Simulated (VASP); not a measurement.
# Al (P6_3/mmc) in VASP: a series of runs, part 3 of 3

VASP 6.6.1.

### Step 4. Relaxation of shape and atoms at fixed volume, r2SCAN (16.49 Å³/atom)

This run uses another cell than the first one, of 16.49 Å³/atom.

POSCAR reads:

```
Al
1.0
    2.8358910486      0.0000000000      0.0000000000
   -1.4179455243      2.4559536904      0.0000000000
    0.0000000000      0.0000000000      4.7355101311
Al
2
Direct
    0.6666666667      0.3333333333      0.7500000000
    0.3333333333      0.6666666667      0.2500000000
```

INCAR.step1 reads:

```
ALGO = Normal ; EDIFF = 1E-4
ENCUT = 600 ; GGA = PE
ISMEAR = 0 ; LASPH = T
LCHARG = F ; LREAL = F
LWAVE = T ; NELM = 60
PREC = Accurate ; SIGMA = 0.1
```

INCAR.step2 reads:

```
ALGO = Normal ; EDIFF = 1E-6
EDIFFG = -0.01 ; ENCUT = 600
IBRION = 2 ; ISIF = 4
ISMEAR = 0 ; ISTART = 1
LASPH = T ; LCHARG = F
LMIXTAU = T ; LREAL = F
LWAVE = F ; METAGGA = R2SCAN
NELM = 60 ; NSW = 50
PREC = Accurate ; SIGMA = 0.1
```

KPOINTS reads:

```
k-points
0
Gamma
  18 18 10
```

Potentials or basis: VASP PAW PBE potentials, release 64 (Al).

Launch:

```
$ cat potpaw_PBE.64/Al/POTCAR > POTCAR
$ cp INCAR.step1 INCAR
$ mpirun -np 1 vasp_std > vasp.out
$ cp INCAR.step2 INCAR
$ mpirun -np 1 vasp_std > vasp.out
```

OUTCAR:

```text
EDIFF = 1E-6
   EDIFFG = -0.01
   ENCUT = 600
   IBRION = 2
   ISIF = 4
   ISMEAR = 0
   ISTART = 1
   LASPH = T
   LREAL = F
   METAGGA = R2SCAN
   NELM = 60
   NSW = 50
   PREC = Accurate

 ion  position               nearest neighbor table
   1  0.667  0.333  0.750-   2 2.88   2 2.88   2 2.88   2 2.88   2 2.88   2 2.88
   2  0.333  0.667  0.250-   1 2.88   1 2.88   1 2.88   1 2.88   1 2.88   1 2.88

  LATTYP: Found a hexagonal cell.
 ALAT       =     2.8358910486
 C/A-ratio  =     1.6698491056

  Lattice vectors:

 A1 = (   2.8358910486,   0.0000000000,   0.0000000000)
 A2 = (  -1.4179455243,   2.4559536904,   0.0000000000)
 A3 = (   0.0000000000,   0.0000000000,   4.7355101311)

Analysis of symmetry for initial positions (statically):
=====================================================================
 Subroutine PRICEL returns:
 Original cell was already a primitive cell.

 Routine SETGRP: Setting up the symmetry group for a
 hexagonal supercell.

 Subroutine GETGRP returns: Found 24 space group operations
 (whereof 12 operations were pure point group operations)
 out of a pool of 24 trial point group operations.

The static configuration has the point symmetry D_3d.
 The point group associated with its full space group is D_6h.

Analysis of symmetry for dynamics (positions and initial velocities):
=====================================================================
 Subroutine PRICEL returns:
 Original cell was already a primitive cell.

 Routine SETGRP: Setting up the symmetry group for a
 hexagonal supercell.

 Subroutine GETGRP returns: Found 24 space group operations
 (whereof 12 operations were pure point group operations)
 out of a pool of 24 trial point group operations.

The dynamic configuration has the point symmetry D_3d.
 The point group associated with its full space group is D_6h.

 Subroutine INISYM returns: Found 24 space group operations
 (whereof 12 operations are pure point group operations),
 and found     1 'primitive' translations

----------------------------------------------------------------------------------------

                                     Primitive cell

  volume of cell :      32.9820

  direct lattice vectors                    reciprocal lattice vectors
     2.835891049  0.000000000  0.000000000     0.352622856  0.203586901  0.000000000
    -1.417945524  2.455953690  0.000000000     0.000000000  0.407173801  0.000000000
     0.000000000  0.000000000  4.735510131     0.000000000  0.000000000  0.211170491

  length of vectors
     2.835891049  2.835891049  4.735510131     0.407173801  0.407173801  0.211170491

  position of ions in fractional coordinates (direct lattice)
     0.666666667  0.333333333  0.750000000
     0.333333333  0.666666667  0.250000000

  ion indices of the primitive-cell ions
   primitive index   ion index
                 1           1
[... 100 lines left out ...]
   AEXX    =    0.0000 exact exchange contribution
   IVDW    =     0    specifies the selected vdW correction
   LEPSILON=     F    determine dielectric tensor
   LRPA    =     F    only Hartree local field effects (RPA)
 conjugate gradient relaxation of ions
 non-spin polarized calculation
 Gauss-broadening in eV      SIGMA  =   0.10
  energy-cutoff  :      600.00
  volume of cell :       32.98
 maximum number of plane-waves:      1120
 NGX is ok and might be reduce to    24
   NGX = 11   NGY = 11   NGZ = 19

--------------------------------------- Ionic step        1  -------------------------------------------

 number of electron       6.0000000 magnetization

 Free energy of the ion-electron system (eV)
  ---------------------------------------------------
  ext. energy  EPLUGINS =         0.00000000
  ---------------------------------------------------
  free energy    TOTEN  =       -13.38715335 eV

  energy without entropy =      -13.38268251  energy(sigma->0) =      -13.38491793

------------------------ aborting loop because EDIFF is reached ----------------------------------------

  FORCE on cell =-STRESS in cart. coord.  units (eV):
  Direction    XX          YY          ZZ          XY          YZ          ZX
  --------------------------------------------------------------------------------------
  -------------------------------------------------------------------------------------
  Total       -0.5802250     -0.5802250     -0.5399353      0.0000000      0.0000000      0.0000000
  in kB      -28.1858108    -28.1858108    -26.2286451      0.0000000      0.0000000      0.0000000
  external PRESSURE =     -27.5334223 kB  Pullay stress =       0.0000000 kB

 VOLUME and BASIS-vectors are now :
 -----------------------------------------------------------------------------
  energy-cutoff  :      600.00
  volume of cell :       32.98
      direct lattice vectors                 reciprocal lattice vectors
     2.835891049  0.000000000  0.000000000     0.352622856  0.203586901  0.000000000
    -1.417945524  2.455953690  0.000000000     0.000000000  0.407173801  0.000000000
     0.000000000  0.000000000  4.735510131     0.000000000  0.000000000  0.211170491

 POSITION                                       TOTAL-FORCE (eV/Angst)
 -----------------------------------------------------------------------------------
      1.41795      0.81865      3.55163        -0.000000      0.000000      0.000000
     -0.00000      1.63730      1.18388         0.000000     -0.000000      0.000000
 -----------------------------------------------------------------------------------
    total drift:                                0.000000     -0.000000      0.000000

  FREE ENERGIE OF THE ION-ELECTRON SYSTEM (eV)
  ---------------------------------------------------
  free  energy   TOTEN  =       -13.3871533482 eV

  energy  without entropy=      -13.3826825094  energy(sigma->0) =      -13.38491793

--------------------------------------- Ionic step        2  -------------------------------------------

 number of electron       6.0000000 magnetization

 Free energy of the ion-electron system (eV)
  ---------------------------------------------------
  ext. energy  EPLUGINS =         0.00000000
  ---------------------------------------------------
  free energy    TOTEN  =       -13.38717636 eV

  energy without entropy =      -13.38281493  energy(sigma->0) =      -13.38499565

 E-fermi :   8.0204     XC(G=0): -10.9169

 val. band max:        8.0131210075   @ k =   0.5000   0.0000   0.1000
 cond. band min:       8.0460165251   @ k =   0.3889  -0.0000   0.4000
 fundamental gap:      0.0328955176
 Fermi energy:         8.0203858404

 k-point     1 :       0.0000    0.0000    0.0000
  band No.  band energies     occupation
      1      -3.8289      2.00000
      2       2.8855      2.00000
      3       3.1879      2.00000
      4      19.7625      0.00000
      5      19.7625      0.00000
      6      19.9835      0.00000
      7      19.9835      0.00000
[... 221 lines left out ...]
 k-point    24 :       0.3889    0.1111    0.0000
  band No.  band energies     occupation
      1       1.4684      2.00000
      2       4.1948      2.00000
      3       7.9083      1.88718
      4       8.3659      0.00000
      5      10.4357      0.00000
      6      10.7492      0.00000
      7      12.2863      0.00000

 [... further k-points ...]
[... 5 lines left out ...]
  --------------------------------------------------------------------------------------
  -------------------------------------------------------------------------------------
  Total       -0.5752811     -0.5752811     -0.5478078      0.0000000      0.0000000      0.0000000
  in kB      -27.9456500    -27.9456500    -26.6110666      0.0000000      0.0000000      0.0000000
  external PRESSURE =     -27.5007888 kB  Pullay stress =       0.0000000 kB

 VOLUME and BASIS-vectors are now :
 -----------------------------------------------------------------------------
  energy-cutoff  :      600.00
  volume of cell :       32.98
      direct lattice vectors                 reciprocal lattice vectors
     2.834972669  0.000000000  0.000000000     0.352737087  0.203652852 -0.000000000
    -1.417486334  2.455158350  0.000000000    -0.000000000  0.407305704  0.000000000
     0.000000000  0.000000000  4.738578733     0.000000000 -0.000000000  0.211033742

 POSITION                                       TOTAL-FORCE (eV/Angst)
 -----------------------------------------------------------------------------------
      1.41749      0.81839      3.55393        -0.000000      0.000000      0.000000
     -0.00000      1.63677      1.18464         0.000000      0.000000      0.000000
 -----------------------------------------------------------------------------------
    total drift:                                0.000000     -0.000000      0.000000

  FREE ENERGIE OF THE ION-ELECTRON SYSTEM (eV)
  ---------------------------------------------------
  free  energy   TOTEN  =       -13.3871763599 eV

  energy  without entropy=      -13.3828149334  energy(sigma->0) =      -13.38499565

 reached required accuracy - stopping structural energy minimisation
```

OUTCAR.step1:

```text
EDIFF = 1E-4
   ENCUT = 600
   GGA = PE
   ISMEAR = 0
   LASPH = T
[... 464 lines left out ...]
 -----------------------------------------------------------------------------------
      1.41795      0.81865      3.55163        -0.000000     -0.000000      0.000000
     -0.00000      1.63730      1.18388         0.000000      0.000000      0.000000
 -----------------------------------------------------------------------------------
    total drift:                                0.000000     -0.000000      0.000000

  FREE ENERGIE OF THE ION-ELECTRON SYSTEM (eV)
  ---------------------------------------------------
  free  energy   TOTEN  =        -7.4241898574 eV

  energy  without entropy=       -7.4189481810  energy(sigma->0) =       -7.42156902
```

OSZICAR.step1:

```text
N       E                     dE             d eps       ncg     rms          rms(c)
DAV:   1     0.722454106918E+00    0.72245E+00   -0.25207E+03  3108   0.752E+02
DAV:   2    -0.737958059778E+01   -0.81020E+01   -0.77304E+01  4214   0.526E+01
DAV:   3    -0.747221050756E+01   -0.92630E-01   -0.88531E-01  4473   0.688E+00
DAV:   4    -0.747254813559E+01   -0.33763E-03   -0.33761E-03  4466   0.368E-01
DAV:   5    -0.747254949098E+01   -0.13554E-05   -0.13551E-05  4452   0.186E-02    0.181E+00
DAV:   6    -0.744431378038E+01    0.28236E-01   -0.34259E-03  3829   0.451E-01    0.105E+00
DAV:   7    -0.742427588144E+01    0.20038E-01   -0.97906E-03  3689   0.707E-01    0.175E-01
DAV:   8    -0.742418985736E+01    0.86024E-04   -0.74693E-05  4571   0.727E-02
   1 F= -.74241899E+01 E0= -.74215690E+01  d E =-.524168E-02
```

Run time: 2.4 min. Hardware: 1 thread of Intel Xeon Platinum 8375C at 2.90GHz (Ice Lake), shared host; peak memory 0.2 GiB.

Results:

```yaml
Free_energy: -13.3872 eV
Energy_gained_by_relaxing: 0.0 meV/atom
Ionic_steps: 2
Pressure_after_relaxing: -2.8 GPa
Band_gap_on_the_k_mesh: zero (bands 3 and 4 overlap by 7.47 eV)
```

Final structure:
```cif
data_structure
_symmetry_space_group_name_H-M 'P 1'
_symmetry_Int_Tables_number 1
_cell_length_a 2.8350
_cell_length_b 2.8350
_cell_length_c 4.7386
_cell_angle_alpha 90.000
_cell_angle_beta 90.000
_cell_angle_gamma 120.000
_cell_volume 32.98
loop_
_atom_site_label
_atom_site_type_symbol
_atom_site_fract_x
_atom_site_fract_y
_atom_site_fract_z
_atom_site_occupancy
Al1 Al 0.66667 0.33333 0.75000 1
Al2 Al 0.33333 0.66667 0.25000 1
```

Levels at points of the mesh, in eV from the Fermi level:
```
           k point  band 1  band 2  band 3  band 4  band 5  band 6
(0.00, 0.00, 0.00)  -11.85   -5.13   -4.83   11.74   11.74   11.96
(0.50, 0.00, 0.00)   -5.49   -5.47    0.61    1.07    1.42    1.83
(0.00, 0.00, 0.50)  -10.11  -10.11    3.21    3.21   12.84   12.84
(0.50, 0.00, 0.50)   -4.21   -4.21   -3.30   -3.30    7.80    7.80
```

Caveat: the PAW data sets were made with another functional, which shifts forces and pressure a little.

### Step 5. The runs side by side

| task | cell | k mesh | cutoff (eV) | smearing | gap on the mesh (eV) | pressure (GPa) |
| --- | --- | --- | --- | --- | --- | --- |
| single point | a = 2.808, b = 2.808, c = 4.689 Å, angles 90.0, 90.0, 120.0°, 2 atoms | 30 × 30 × 14 | 520 | gaussian 0.15 eV | none | -0.3 |
| relaxation of shape and atoms at fixed volume | relaxed from a = 2.780, b = 2.780, c = 4.642 Å, angles 90.0, 90.0, 120.0°, 2 atoms | 18 × 18 × 10 | 600 | gaussian 0.1 eV | none | 2.5 |
| relaxation of shape and atoms at fixed volume | relaxed from a = 2.836, b = 2.836, c = 4.736 Å, angles 90.0, 90.0, 120.0°, 2 atoms | 18 × 18 × 10 | 600 | gaussian 0.1 eV | none | -2.8 |

Alike in all rows: level r2SCAN; potentials or basis VASP PAW PBE potentials, release 64 (Al); no spin polarisation.

Caveats: the PAW data sets were made with another functional, which shifts forces and pressure a little.

Total energies depend on the potentials used, so only differences within one code and one set of settings carry meaning.
